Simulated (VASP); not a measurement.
Set up this calculation in VASP 6.6.1, as the native input.

```yaml
Task: single point
Functional: PBE
Potentials_or_basis: VASP PAW PBE potentials, release 64 (Al, Ru_pv)
Cutoff: 520 eV
k_mesh: 6 × 6 × 6
Occupations: gaussian, width 0.1 eV
Spin: collinear spin, ferromagnetic start
Starting_moments: "[0.0, 0.0, 0.0, 0.0, 1.0, 1.0, 1.0] μB"
Dipole_correction: no
Further_INCAR_settings: ALGO = Normal; EDIFF = 1e-07; NBANDS = 40
```

The structure of Al4Ru3 lies in POSCAR:

```
Al4Ru3
1.0
    2.1172020420      1.2223671689      6.7741978447
   -2.1172020420      1.2223671689      6.7741978447
    0.0000000000     -2.4447343377      6.7741978447
Al Ru
4 3
Direct
    0.6263275193      0.6263275193      0.6263275193
    0.3736724807      0.3736724807      0.3736724807
    0.1227012960      0.1227012960      0.1227012960
    0.8772987040      0.8772987040      0.8772987040
    0.7489761522      0.7489761522      0.7489761522
    0.2510238478      0.2510238478      0.2510238478
    0.5000000000      0.5000000000      0.5000000000
```

These files were run (other wordings do the same):

INCAR

```
SYSTEM = Al4Ru3
  PREC = Accurate
  ENCUT = 520
  EDIFF = 1E-7
  ISMEAR = 0
  SIGMA = 0.1
  LREAL = .FALSE.
  LASPH = .TRUE.
  NELM = 150
  ALGO = Normal
  ISIF = 2
  LWAVE = .FALSE.
  LCHARG = .FALSE.
  ISPIN = 2
  MAGMOM = 0 0 0 0 1 1 1
  LORBIT = 11
  LMAXMIX = 4
  GGA = PE
  NBANDS = 40
```

KPOINTS

```
regular mesh
0
G
  6 6 6
  0 0 0
```

Potentials or basis: VASP PAW PBE potentials, release 64 (Al, Ru_pv).

The run is started by

```bash
$ cat potpaw_PBE.64/Al/POTCAR potpaw_PBE.64/Ru_pv/POTCAR > POTCAR
$ mpirun -np 1 vasp_std > vasp.out
```

It gave:

```json
{
 "Pressure": "-0.1 GPa",
 "Largest force": "0.037 eV/Å",
 "Band gap on the k mesh": "zero (filled and empty bands overlap)",
 "Net moment": "0.00 μB per cell",
 "Valence electrons inside the program's atomic spheres": "Al 0.79, 0.80 (each value once); Ru 12.85, 12.78 (each value once)"
}
```

It took 25 min on 1 thread of Intel Xeon 8259CL, with other jobs on the host, peak memory 0.58 GiB.
